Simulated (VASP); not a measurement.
Here is a VASP 6.6.1 calculation.

INCAR

```
ALGO = Normal
EDIFF = 1E-6
ENCUT = 500
GGA = PE
GGA_COMPAT = F
ISIF = 2
ISMEAR = -1
LASPH = T
LCHARG = F
LREAL = F
LWAVE = F
NBANDS = 20
NELM = 120
PREC = Accurate
SIGMA = 0.05
```

File KPOINTS:

```
k-points
0
Gamma
  6 6 4
```

POSCAR

```
CdI2
1.0
    4.1803400000      0.0000000000      0.0000000000
   -2.0901700000      3.6202808200      0.0000000000
    0.0000000000      0.0000000000      6.8590000000
Cd I
1 2
Direct
    0.0000000000      0.0000000000      0.0000000000
    0.3333333333      0.6666666667      0.2492000000
    0.6666666667      0.3333333333      0.7508000000
```

Potentials or basis: VASP PAW PBE potentials, release 64 (Cd, I).

The run is started by

```sh
$ cat potpaw_PBE.64/Cd/POTCAR potpaw_PBE.64/I/POTCAR > POTCAR
$ mpirun -np 1 vasp_std > vasp.out
```

Q: What does it give for the largest force?

A: 0.295 eV/Å.

Q: Predict the band gap on the k mesh.

A: 2.37 eV, indirect (least direct gap 2.73 eV).

Q: What does it give for the pressure?

A: 3.2 GPa.

Stress tensor (GPa, compression positive):
```
3.39 0.00 0.00
0.00 3.39 0.00
0.00 0.00 2.97
```

Caveat: spin-orbit coupling is left out, which moves the levels of the heavy elements; this functional lacks dispersion, which binds the layers, so the pressure and a relaxed spacing across them are unreliable. A k mesh can miss the band edges.
